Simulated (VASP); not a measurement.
# AlN (I4/mmm) in VASP: notebook

AlN is run at these levels: r2SCAN; tasks: single point.

Program: VASP 6.6.1. These are calculated values, not measurements. Logs are shortened: lines on timing, memory, paths and dates and some standing lists are left out, and cuts for length are marked.

## (1) The cell of the first run

Symmetry: I4/mmm, No. 139, tetragonal system. Conventional cell: a = 2.733 Å, b = 2.733 Å, c = 3.967 Å, α = 90.00°, β = 90.00°, γ = 90.00°. Al (site symmetry 4/mmm) has 6 N at 1.93 to 1.98 Å within 2.6 Å. Within 2.6 Å of N (site symmetry 4/mmm) lie 6 Al at 1.93 to 1.98 Å.

## (2) Single point, r2SCAN (strain -0.050 along x and y, -0.025 along z)

Contents of POSCAR:

```
AlN
1.0
    0.0000000000      1.9327921000      1.9836550500
    1.9327921000      0.0000000000      1.9836550500
    1.9327921000      1.9327921000      0.0000000000
Al N
1 1
Direct
    0.5000000000      0.5000000000      0.5000000000
    0.0000000000      0.0000000000      0.0000000000
```

Contents of INCAR.step1:

```
PREC = Accurate
ENCUT = 520
ISMEAR = 0
SIGMA = 0.05
LREAL = False
LASPH = True
NELM = 60
NBANDS = 11
GGA = PE
ALGO = Normal
EDIFF = 1E-4
LWAVE = True
LCHARG = False
```

Contents of INCAR.step2:

```
PREC = Accurate
ENCUT = 520
EDIFF = 1E-7
ISMEAR = 0
SIGMA = 0.05
LREAL = False
LASPH = True
NELM = 60
ALGO = Normal
ISIF = 2
LWAVE = False
LCHARG = False
METAGGA = R2SCAN
LMIXTAU = True
NBANDS = 11
ISTART = 1
```

Contents of KPOINTS:

```
regular mesh
0
Gamma
  10 10 10
```

Potentials or basis: VASP PAW PBE potentials, release 64 (Al, N).

Started as:

```sh
$ cat potpaw_PBE.64/Al/POTCAR potpaw_PBE.64/N/POTCAR > POTCAR
$ cp INCAR.step1 INCAR
$ mpirun -np 1 vasp_std > vasp.out
$ cp INCAR.step2 INCAR
$ mpirun -np 1 vasp_std > vasp.out
```

OUTCAR:

```text
PREC = Accurate
   ENCUT = 520
   EDIFF = 1E-7
   ISMEAR = 0
   LREAL = False
   LASPH = True
   NELM = 60
   ISIF = 2
   METAGGA = R2SCAN
   ISTART = 1

 ion  position               nearest neighbor table
   1  0.500  0.500  0.500-   2 1.93   2 1.93   2 1.93   2 1.93   2 1.98   2 1.98
   2  0.000  0.000  0.000-   1 1.93   1 1.93   1 1.93   1 1.93   1 1.98   1 1.98

  LATTYP: Found a body centered tetragonal cell.
 ALAT       =     2.7333808011
 C/A-ratio  =     1.4514297088

  Lattice vectors:

 A1 = (  -1.9327921000,   0.0000000000,   1.9836550500)
 A2 = (   1.9327921000,   0.0000000000,   1.9836550500)
 A3 = (   0.0000000000,   1.9327921000,  -1.9836550500)

Analysis of symmetry for initial positions (statically):
=====================================================================
 Subroutine PRICEL returns:
 Original cell was already a primitive cell.

 Routine SETGRP: Setting up the symmetry group for a
 body centered tetragonal supercell.

 Subroutine GETGRP returns: Found 16 space group operations
 (whereof 16 operations were pure point group operations)
 out of a pool of 16 trial point group operations.

The static configuration has the point symmetry D_4h.

Analysis of symmetry for dynamics (positions and initial velocities):
=====================================================================
 Subroutine PRICEL returns:
 Original cell was already a primitive cell.

 Routine SETGRP: Setting up the symmetry group for a
 body centered tetragonal supercell.

 Subroutine GETGRP returns: Found 16 space group operations
 (whereof 16 operations were pure point group operations)
 out of a pool of 16 trial point group operations.

The dynamic configuration has the point symmetry D_4h.

 Subroutine INISYM returns: Found 16 space group operations
 (whereof 16 operations are pure point group operations),
 and found     1 'primitive' translations

----------------------------------------------------------------------------------------

                                     Primitive cell

  volume of cell :      14.8206

  direct lattice vectors                    reciprocal lattice vectors
     0.000000000  1.932792100  1.983655050    -0.258693110  0.258693110  0.252059954
     1.932792100  0.000000000  1.983655050     0.258693110 -0.258693110  0.252059954
     1.932792100  1.932792100  0.000000000     0.258693110  0.258693110 -0.252059954

  length of vectors
     2.769579871  2.769579871  2.733380801     0.444272969  0.444272969  0.444272969

  position of ions in fractional coordinates (direct lattice)
     0.500000000  0.500000000  0.500000000
     0.000000000  0.000000000  0.000000000

  ion indices of the primitive-cell ions
   primitive index   ion index
                 1           1
                 2           2

----------------------------------------------------------------------------------------

 KPOINTS: regular mesh

Automatic generation of k-mesh.
 Grid dimensions read from file:
 generate k-points for:   10   10   10

 Generating k-lattice:

  Cartesian coordinates                     Fractional coordinates (reciprocal lattice)
    -0.025869311  0.025869311  0.025205995     0.100000000  0.000000000  0.000000000
     0.025869311 -0.025869311  0.025205995     0.000000000  0.100000000  0.000000000
     0.025869311  0.025869311 -0.025205995     0.000000000  0.000000000  0.100000000

  Length of vectors
     0.044427297  0.044427297  0.044427297

  Shift w.r.t. Gamma in fractional coordinates (k-lattice)
     0.000000000  0.000000000  0.000000000

 Subroutine IBZKPT returns following result:
 ===========================================

 Found    102 irreducible k-points:

 Following reciprocal coordinates:
            Coordinates               Weight
  0.000000  0.000000  0.000000      1.000000
  0.100000  0.000000  0.000000      8.000000
  0.200000  0.000000  0.000000      8.000000
  0.300000 -0.000000  0.000000      8.000000
  0.400000 -0.000000  0.000000      8.000000
  0.500000  0.000000  0.000000      4.000000
[... 16 lines left out ...]
  0.300000  0.300000  0.000000      2.000000
  0.400000  0.300000  0.000000      8.000000
 [... further k-points ...]
   k-points           NKPTS =    102   k-points in BZ     NKDIM =    102   number of bands    NBANDS=     11
   number of dos      NEDOS =    301   number of ions     NIONS =      2
   total plane-waves  NPLWV =  11520
   dimension x,y,z NGX =    24 NGY =   24 NGZ =   20
   dimension x,y,z NGXF=    48 NGYF=   48 NGZF=   40
   ions per type =               1   1
   NGX,Y,Z   is equivalent  to a cutoff of  14.41, 14.41, 12.16 a.u.
   NGXF,Y,Z  is equivalent  to a cutoff of  28.81, 28.81, 24.33 a.u.
 SYSTEM =  unknown system
   PREC   = accura    normal or accurate (medium, high low for compatibility)
   ISTART =      1    job   : 0-new  1-cont  2-samecut
   ICHARG =      0    charge: 1-file 2-atom 10-const
   ISPIN  =      1    spin polarized calculation?
   LNONCOLLINEAR =      F non collinear calculations
   LSORBIT =      F    spin-orbit coupling
   LASPH  =      T    aspherical Exc in radial PAW
   ENCUT  =  520.0 eV  38.22 Ry    6.18 a.u.   5.15  5.15  5.08*2*pi/ulx,y,z
   NELM   =     60;   NELMIN=  2; NELMDL=  0     # of ELM steps
   EDIFF  = 0.1E-06   stopping-criterion for ELM
   LREAL  =      F    real-space projection
   EDIFFG = 0.1E-05   stopping-criterion for IOM
   NSW    =      0    number of steps for IOM
   IBRION =     -1    ionic relax: 0-MD 1-quasi-New 2-CG
   NFREE  =      0    steps in history (QN), initial steepest desc. (CG)
   ISIF   =      2    stress and relaxation
   ISYM   =      2    0-nonsym 1-usesym 2-fastsym
   POTIM  = 0.5000    time-step for ionic-motion
   TEBEG  =    0.0;   TEEND  =   0.0 temperature during run
   PSTRESS=    0.0 pullay stress
   NELECT =       8.0000    total number of electrons
   NUPDOWN=      -1.0000    fix difference up-down
   EMIN   =  10.00;   EMAX   =-10.00  energy-range for DOS
   EFERMI =   0.00;   METHOD = LEGACY
   ISMEAR =     0;   SIGMA  =   0.05  broadening in eV -4-tet -1-fermi 0-gaus
   EFERMI_NEDOS =   21; number of points for ismear=-14 and -15
   IALGO  =     38    algorithm
   IMIX   =      4    mixing-type and parameters
     AMIX     =   0.40;   BMIX     =  1.00
     AMIX_MAG =   1.60;   BMIX_MAG =  1.00
  volume/ion in A,a.u.               =       7.41        50.01
  Fermi-wavevector in a.u.,A,eV,Ry     =   1.332957  2.518923 24.174469  1.776773
  Thomas-Fermi vector in A             =   2.461852
   LORBIT       =      0    0 simple, 1 ext, 2 COOP (PROOUT), +10 PAW based schemes
   METAGGA = R2SCAN    functional components
   LHFCALC =     F    Hartree Fock is set to
   AEXX    =    0.0000 exact exchange contribution
   IVDW    =     0    specifies the selected vdW correction
   LEPSILON=     F    determine dielectric tensor
   LRPA    =     F    only Hartree local field effects (RPA)
 non-spin polarized calculation
 Gauss-broadening in eV      SIGMA  =   0.05
  energy-cutoff  :      520.00
  volume of cell :       14.82
 maximum number of plane-waves:       408
 NGX is ok and might be reduce to    24
   NGX = 11   NGY = 11   NGZ = 11

 number of electron       8.0000000 magnetization

 Free energy of the ion-electron system (eV)
  ---------------------------------------------------
  ext. energy  EPLUGINS =         0.00000000
  ---------------------------------------------------
  free energy    TOTEN  =       -18.72579693 eV

  energy without entropy =      -18.72579693  energy(sigma->0) =      -18.72579693

 E-fermi :  11.5542     XC(G=0): -13.4293

 val. band max:       11.3537476368   @ k =   0.0000   0.0000   0.0000
 cond. band min:      16.9346218561   @ k =   0.5000   0.0000   0.5000
 fundamental gap:      5.5808742192
 Fermi energy:        11.5542100529

 k-point     1 :       0.0000    0.0000    0.0000
  band No.  band energies     occupation
      1      -8.2103      2.00000
      2      11.1787      2.00000
      3      11.1787      2.00000
      4      11.3537      2.00000
      5      19.4598      0.00000
      6      24.2616      0.00000
      7      24.6564      0.00000
      8      24.6564      0.00000
      9      30.2356      0.00000
     10      30.6267      0.00000
     11      31.1539      0.00000

 k-point     2 :       0.1000    0.0000    0.0000
  band No.  band energies     occupation
      1      -7.9786      2.00000
      2      10.1749      2.00000
      3      11.0365      2.00000
      4      11.1288      2.00000
      5      20.0173      0.00000
      6      23.7055      0.00000
      7      24.7732      0.00000
      8      25.0408      0.00000
      9      29.1606      0.00000
     10      29.9625      0.00000
     11      32.2633      0.00000

 k-point     3 :       0.2000    0.0000    0.0000
  band No.  band energies     occupation
      1      -7.3050      2.00000
      2       7.8383      2.00000
      3      10.6906      2.00000
      4      10.7052      2.00000
      5      20.2261      0.00000
      6      23.7695      0.00000
      7      25.1678      0.00000
      8      25.6346      0.00000
      9      28.7004      0.00000
     10      29.1230      0.00000
     11      32.1364      0.00000

 k-point     4 :       0.3000   -0.0000    0.0000
  band No.  band energies     occupation
      1      -6.2707      2.00000
      2       5.2309      2.00000
      3      10.2455      2.00000
      4      10.3065      2.00000
      5      19.5487      0.00000
      6      24.6296      0.00000
      7      25.2667      0.00000
      8      25.3561      0.00000
      9      30.3804      0.00000
     10      30.4597      0.00000
     11      31.1867      0.00000

 k-point     5 :       0.4000   -0.0000    0.0000
  band No.  band energies     occupation
      1      -5.1153      2.00000
      2       3.0200      2.00000
      3       9.9105      2.00000
      4      10.0232      2.00000
      5      19.0268      0.00000
      6      24.0279      0.00000
      7      24.6686      0.00000
      8      26.9110      0.00000
      9      30.4040      0.00000
     10      32.9446      0.00000
     11      33.0365      0.00000
[... 211 lines left out ...]
 k-point    21 :      -0.3000    0.2000    0.0000
  band No.  band energies     occupation
      1      -4.8444      2.00000
      2       4.1151      2.00000
      3       7.0383      2.00000
      4       9.8890      2.00000
      5      21.3724      0.00000
      6      22.9037      0.00000
      7      25.0117      0.00000
      8      25.9878      0.00000
      9      30.2607      0.00000
     10      33.4116      0.00000
     11      34.9731      0.00000

 k-point    22 :      -0.2000    0.2000    0.0000
  band No.  band energies     occupation
      1      -5.9019      2.00000
      2       5.6929      2.00000
      3       7.9190      2.00000
      4      10.3590      2.00000
      5      22.0708      0.00000
      6      22.5440      0.00000
      7      24.4171      0.00000
      8      26.2571      0.00000
      9      27.9367      0.00000
     10      32.9451      0.00000
     11      34.6150      0.00000

 k-point    23 :       0.3000    0.3000    0.0000
  band No.  band energies     occupation
      1      -5.7545      2.00000
      2       5.8810      2.00000
      3       9.0174      2.00000
      4       9.0174      2.00000
      5      18.6859      0.00000
      6      20.3773      0.00000
      7      25.2983      0.00000
      8      29.6312      0.00000
      9      29.6312      0.00000
     10      34.0546      0.00000
     11      38.7503      0.00000

 k-point    24 :       0.4000    0.3000    0.0000
  band No.  band energies     occupation
      1      -4.9138      2.00000
      2       4.6998      2.00000
      3       8.1129      2.00000
      4       8.7375      2.00000
      5      18.6235      0.00000
      6      20.0145      0.00000
      7      25.7823      0.00000
      8      29.7116      0.00000
      9      30.6777      0.00000
     10      35.5880      0.00000
     11      39.2634      0.00000

 [... further k-points ...]

------------------------ aborting loop because EDIFF is reached ----------------------------------------

  FORCE on cell =-STRESS in cart. coord.  units (eV):
  Direction    XX          YY          ZZ          XY          YZ          ZX
  --------------------------------------------------------------------------------------
  -------------------------------------------------------------------------------------
  Total        3.6435653      3.6435653      2.4354552      0.0000000     -0.0000000      0.0000000
  in kB      393.8861477    393.8861477    263.2838958      0.0000000     -0.0000000      0.0000000
  external PRESSURE =     350.3520638 kB  Pullay stress =       0.0000000 kB

 VOLUME and BASIS-vectors are now :
 -----------------------------------------------------------------------------
  energy-cutoff  :      520.00
  volume of cell :       14.82
      direct lattice vectors                 reciprocal lattice vectors
     0.000000000  1.932792100  1.983655050    -0.258693110  0.258693110  0.252059954
     1.932792100  0.000000000  1.983655050     0.258693110 -0.258693110  0.252059954
     1.932792100  1.932792100  0.000000000     0.258693110  0.258693110 -0.252059954

 POSITION                                       TOTAL-FORCE (eV/Angst)
 -----------------------------------------------------------------------------------
      1.93279      1.93279      1.98366         0.000000     -0.000000     -0.000000
      0.00000      0.00000      0.00000        -0.000000      0.000000      0.000000
 -----------------------------------------------------------------------------------
    total drift:                                0.000000     -0.000000     -0.000000

  FREE ENERGIE OF THE ION-ELECTRON SYSTEM (eV)
  ---------------------------------------------------
  free  energy   TOTEN  =       -18.7257969259 eV

  energy  without entropy=      -18.7257969258  energy(sigma->0) =      -18.72579693
```

Wall time 23 s (1 thread of Intel Xeon 6975P-C (Granite Rapids), shared host); peak memory 0.14 GiB.

Results:

```
Free energy            : -18.7258 eV
Pressure               : 35.0 GPa
Band gap on the k mesh : 5.58 eV, indirect (least direct gap 8.11 eV)
```

Stress tensor (GPa, compression positive):
```
39.39  0.00  0.00
 0.00 39.39  0.00
 0.00  0.00 26.33
```

Levels at points of the mesh, in eV from the valence-band top:
| k point | band 1 | band 2 | band 3 | band 4 | band 5 | band 6 | band 7 | band 8 | band 9 |
| --- | --- | --- | --- | --- | --- | --- | --- | --- | --- |
| (0.00, 0.00, 0.00) | -19.56 | -0.18 | -0.18 | 0.00 | 8.11 | 12.91 | 13.30 | 13.30 | 18.88 |
| (0.50, 0.00, 0.00) | -15.86 | -9.31 | -1.56 | -1.43 | 7.50 | 12.45 | 13.08 | 16.20 | 18.79 |
| (0.50, 0.50, 0.00) | -14.91 | -8.53 | -3.16 | -3.16 | 5.85 | 6.73 | 16.49 | 20.66 | 20.66 |
| (0.50, 0.00, 0.50) | -14.66 | -8.39 | -3.56 | -3.21 | 5.58 | 6.44 | 16.81 | 19.89 | 20.86 |

Caveat: the cell differs from its parent crystal (strain -0.050 along x and y, -0.025 along z); the PAW data sets were made with another functional, which shifts forces and pressure a little.

[end of part 1 of 2]
